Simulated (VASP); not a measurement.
Sc2SiF2:

```
Sc Si F
1.0
     4.32682    0.00000    0.00000
     0.00000    4.32682    0.00000
     0.00000    0.00000    4.12994
Sc Si F
2 1 2
Direct
  0.50000 0.00000 0.18374
  0.00000 0.50000 0.18374
  0.00000 0.00000 0.64941
  0.50000 0.00000 0.67693
  0.00000 0.50000 0.67693
```

The cell was built from a structure type or drawn by symmetry, and may not be a known phase.

| Quantity | Value |
| --- | --- |
| Program | VASP 6.6.1 |
| Task | relaxation of cell and atoms |
| Functional | PBE |
| Potentials or basis | VASP PAW PBE potentials, release 64 (Sc_sv, Si, F) |
| Cutoff | 600 eV |
| k mesh | 4 × 4 × 4 |
| Occupations | gaussian, width 0.1 eV |
| Spin | no spin polarisation |

At the start: pressure 15.1 GPa; volume 15.46 Å³/atom.

**Question.** How do energy, volume and symmetry change on relaxing?

**Answer.** Over 44 steps the energy falls by 497.6 meV/atom and the volume is 23.04 Å³/atom (+49.0 %); space group P4mm (No. 99, to 0.1 Å) before, P4/mmm (No. 123, to 0.1 Å).

The path:
| step | energy change (eV) | largest force (eV/Å) | pressure (GPa) | volume (Å³) |
| --- | --- | --- | --- | --- |
| 1 | 0.0000 | 0.3649 | 15.08 | 77.32 |
| 3 | -0.6177 | 0.1986 | -0.21 | 91.99 |
| 5 | -0.9247 | 0.3792 | 1.24 | 98.30 |
| 7 | -0.9281 | 0.3573 | 0.98 | 97.89 |
| 9 | -0.9430 | 0.4962 | -0.87 | 101.17 |
| 11 | -1.0156 | 0.8852 | -1.12 | 103.70 |
| 13 | -1.5575 | 1.4006 | -2.00 | 115.25 |
| 15 | -1.6091 | 1.4184 | -2.40 | 118.61 |
| 17 | -1.6285 | 1.5236 | -2.66 | 120.67 |
| 19 | -1.6461 | 1.5244 | -2.91 | 121.83 |
| 21 | -1.6743 | 1.4718 | -3.28 | 123.35 |
| 23 | -1.8272 | 1.1806 | -3.49 | 123.03 |
| 25 | -2.2374 | 0.6371 | -3.64 | 121.70 |
| 27 | -2.3643 | 0.6041 | -2.76 | 120.23 |
| 29 | -2.4484 | 0.4056 | 0.94 | 113.38 |
| 31 | -2.4682 | 0.1541 | 0.39 | 114.04 |
| 33 | -2.4738 | 0.1642 | -0.03 | 115.18 |
| 35 | -2.4779 | 0.1184 | -0.27 | 115.58 |
| 37 | -2.4785 | 0.1449 | -0.40 | 115.80 |
| 39 | -2.4816 | 0.1387 | -0.15 | 115.44 |
| 41 | -2.4828 | 0.1212 | 0.98 | 113.80 |
| 43 | -2.4868 | 0.0743 | 0.34 | 114.73 |
| 44 | -2.4882 | 0.0321 | 0.02 | 115.18 |

Final structure:
```yaml
crystal:
  lattice:
    - [5.33503, 0.00000, 0.00000]
    - [0.00000, 5.33503, 0.00000]
    - [0.00000, 0.00000, 4.04688]
  atoms:
    - { symbol: Sc, position: [0.50000, 0.00000, 0.27427] }
    - { symbol: Sc, position: [0.00000, 0.50000, 0.27427] }
    - { symbol: Si, position: [0.00000, 0.00000, 0.27503] }
    - { symbol: F, position: [0.50000, 0.00000, 0.77360] }
    - { symbol: F, position: [0.00000, 0.50000, 0.77360] }
```

Caveat: the k points lie up to 0.39 Å⁻¹ apart in the final cell; the volume moved by over 15 % at a fixed basis, so the end points are rough.
